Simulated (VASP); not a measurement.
# B (Im-3m) in VASP: a series of runs, part 2 of 2

VASP 6.6.1.

## 3. Single point, BLYP

This run uses another cell than the first one, of 6.45 Å³/atom, 0.984 times its volume.

The input, INCAR:

```
SYSTEM = B
PREC = Accurate
ENCUT = 520
EDIFF = 1E-6
ISMEAR = -1
SIGMA = 0.1
LREAL = .False.
LASPH = .True.
NELM = 100
ALGO = Normal
ISIF = 2
LWAVE = .False.
LCHARG = .False.
GGA = B5
ALDAX = 1.0
AGGAX = 1.0
AGGAC = 1.0
ALDAC = 0.0
NBANDS = 8
```

The input, KPOINTS:

```
regular mesh
0
Gamma
  31 31 31
  0 0 0
```

The input, POSCAR:

```
B
1.0
   -1.1726555715      1.1726555715      1.1726555715
    1.1726555715     -1.1726555715      1.1726555715
    1.1726555715      1.1726555715     -1.1726555715
B
1
Direct
    0.0000000000      0.0000000000      0.0000000000
```

Potentials or basis: VASP PAW PBE potentials, release 64 (B).

Run with:

```sh
$ cat potpaw_PBE.64/B/POTCAR > POTCAR
$ mpirun -np 1 vasp_std > vasp.out
```

OUTCAR:

```text
SYSTEM = B
   PREC = Accurate
   ENCUT = 520
   EDIFF = 1E-6
   ISMEAR = -1
   LREAL = .False.
   LASPH = .True.
   NELM = 100
   ISIF = 2
   GGA = B5

 ion  position               nearest neighbor table
   1  0.000  0.000  0.000-

  LATTYP: Found a body centered cubic cell.
 ALAT       =     2.3453111430

  Lattice vectors:

 A1 = (  -1.1726555715,   1.1726555715,   1.1726555715)
 A2 = (   1.1726555715,  -1.1726555715,   1.1726555715)
 A3 = (   1.1726555715,   1.1726555715,  -1.1726555715)

Analysis of symmetry for initial positions (statically):
=====================================================================
 Subroutine PRICEL returns:
 Original cell was already a primitive cell.

 Routine SETGRP: Setting up the symmetry group for a
 body centered cubic supercell.

 Subroutine GETGRP returns: Found 48 space group operations
 (whereof 48 operations were pure point group operations)
 out of a pool of 48 trial point group operations.

The static configuration has the point symmetry O_h .

Analysis of symmetry for dynamics (positions and initial velocities):
=====================================================================
 Subroutine PRICEL returns:
 Original cell was already a primitive cell.

 Routine SETGRP: Setting up the symmetry group for a
 body centered cubic supercell.

 Subroutine GETGRP returns: Found 48 space group operations
 (whereof 48 operations were pure point group operations)
 out of a pool of 48 trial point group operations.

The dynamic configuration has the point symmetry O_h .

 Subroutine INISYM returns: Found 48 space group operations
 (whereof 48 operations are pure point group operations),
 and found     1 'primitive' translations

----------------------------------------------------------------------------------------

                                     Primitive cell

  volume of cell :       6.4502

[... 100 lines left out ...]
   EFERMI =   0.00;   METHOD = LEGACY
   ISMEAR =    -1;   SIGMA  =   0.10  broadening in eV -4-tet -1-fermi 0-gaus
   EFERMI_NEDOS =   21; number of points for ismear=-14 and -15
   IALGO  =     38    algorithm
   IMIX   =      4    mixing-type and parameters
     AMIX     =   0.40;   BMIX     =  1.00
     AMIX_MAG =   1.60;   BMIX_MAG =  1.00
  volume/ion in A,a.u.               =       6.45        43.53
  Fermi-wavevector in a.u.,A,eV,Ry     =   1.268405  2.396939 21.889767  1.608852
  Thomas-Fermi vector in A             =   2.401502
   LORBIT       =      0    0 simple, 1 ext, 2 COOP (PROOUT), +10 PAW based schemes
   GGA     = B5    functional components
   LHFCALC =     F    Hartree Fock is set to
   AEXX    =    0.0000 exact exchange contribution
   IVDW    =     0    specifies the selected vdW correction
   LEPSILON=     F    determine dielectric tensor
   LRPA    =     F    only Hartree local field effects (RPA)
 non-spin polarized calculation
  energy-cutoff  :      520.00
  volume of cell :        6.45
 maximum number of plane-waves:       182
   NGX =  7   NGY =  7   NGZ =  7

 number of electron       3.0000000 magnetization

 Free energy of the ion-electron system (eV)
  ---------------------------------------------------
  ext. energy  EPLUGINS =         0.00000000
  ---------------------------------------------------
  free energy    TOTEN  =        -4.02172214 eV

  energy without entropy =       -4.01254926  energy(sigma->0) =       -4.01713570

 E-fermi :   9.7709     XC(G=0): -12.0224

 val. band max:        9.7573942495   @ k =  -0.3548  -0.3548   0.0323
 cond. band min:       9.7759423189   @ k =   0.2903   0.1290   0.0645
 fundamental gap:      0.0185480694
 Fermi energy:         9.7708677165

 k-point     1 :       0.0000    0.0000    0.0000
  band No.  band energies     occupation
      1      -8.0847      2.00000
      2      24.2204      0.00000
      3      24.2204      0.00000
      4      24.2204      0.00000
      5      42.7677      0.00000
      6      42.7677      0.00000
      7      42.7677      0.00000
      8      46.8862      0.00000
[... 243 lines left out ...]
 k-point    24 :       0.2581    0.0323   -0.0000
  band No.  band energies     occupation
      1      -4.7670      2.00000
      2      15.0732      0.00000
      3      19.8157      0.00000
      4      22.6232      0.00000
      5      34.5894      0.00000
      6      35.0662      0.00000
      7      44.2844      0.00000
      8      50.4268      0.00000

 [... further k-points ...]
[... 5 lines left out ...]
  --------------------------------------------------------------------------------------
  -------------------------------------------------------------------------------------
  Total       -0.0029761     -0.0029761     -0.0029761      0.0000000      0.0000000      0.0000000
  in kB       -0.7392451     -0.7392451     -0.7392451      0.0000000      0.0000000      0.0000000
  external PRESSURE =      -0.7392451 kB  Pullay stress =       0.0000000 kB

 VOLUME and BASIS-vectors are now :
 -----------------------------------------------------------------------------
  energy-cutoff  :      520.00
  volume of cell :        6.45
      direct lattice vectors                 reciprocal lattice vectors
    -1.172655571  1.172655571  1.172655571     0.000000000  0.426382658  0.426382658
     1.172655571 -1.172655571  1.172655571     0.426382658  0.000000000  0.426382658
     1.172655571  1.172655571 -1.172655571     0.426382658  0.426382658  0.000000000

 POSITION                                       TOTAL-FORCE (eV/Angst)
 -----------------------------------------------------------------------------------
      0.00000      0.00000      0.00000        -0.000000      0.000000     -0.000000
 -----------------------------------------------------------------------------------
    total drift:                               -0.000000     -0.000000     -0.000000

  FREE ENERGIE OF THE ION-ELECTRON SYSTEM (eV)
  ---------------------------------------------------
  free  energy   TOTEN  =        -4.0217221361 eV

  energy  without entropy=       -4.0125492582  energy(sigma->0) =       -4.01713570
```

OSZICAR:

```text
N       E                     dE             d eps       ncg     rms          rms(c)
DAV:   1    -0.222555752963E+01   -0.22256E+01   -0.14956E+03 14344   0.292E+02
DAV:   2    -0.402333186607E+01   -0.17978E+01   -0.17327E+01 17352   0.323E+01
DAV:   3    -0.402558640495E+01   -0.22545E-02   -0.22543E-02 14808   0.122E+00
DAV:   4    -0.402558648849E+01   -0.83537E-07   -0.84143E-07 18368   0.713E-03
DAV:   5    -0.402558648986E+01   -0.13705E-08   -0.31897E-11 14928   0.279E-05    0.121E+00
DAV:   6    -0.402256409211E+01    0.30224E-02   -0.11286E-03 14944   0.233E-01    0.733E-01
DAV:   7    -0.402168712390E+01    0.87697E-03   -0.27002E-03 14680   0.373E-01    0.265E-02
DAV:   8    -0.402172100640E+01   -0.33882E-04   -0.40740E-05 15768   0.541E-02    0.656E-03
DAV:   9    -0.402172212437E+01   -0.11180E-05   -0.10094E-06 15328   0.790E-03    0.205E-03
DAV:  10    -0.402172213608E+01   -0.11710E-07   -0.62465E-08  6976   0.180E-03
   1 F= -.40217221E+01 E0= -.40171357E+01  d E =-.917288E-02
```

stdout:

```text
POSCAR found type information on POSCAR B
 POSCAR found :  1 types and       1 ions
 scaLAPACK will be used
 -----------------------------------------------------------------------------
|                                                                             |
|                                                                             |
|     You enforced a specific xc type in the INCAR file but a different       |
|     I HOPE YOU KNOW WHAT YOU ARE DOING!                                     |
|                                                                             |
 -----------------------------------------------------------------------------

 LDA part: xc-table for (Slater(with rela. corr.)+VWN5), standard interpolation
 POSCAR, INCAR and KPOINTS ok, starting setup
 FFT: planning ... GRIDC
 FFT: planning ... GRID_SOFT
 FFT: planning ... GRID
 WAVECAR not read
 entering main loop
```

It took 55 s on 1 thread of AMD EPYC 7R43 (Zen 3), shared host; peak memory 0.1 GiB.

What came out:

```
Free energy : -4.0217 eV
Pressure    : -0.1 GPa
```

Levels at points of the mesh, in eV from the Fermi level:
```csv
k point,band 1,band 2,band 3,band 4
"(0.00, 0.00, 0.00)",-17.86,14.45,14.45,14.45
```

Caveat: the PAW data sets were made with another functional, which shifts forces and pressure a little.
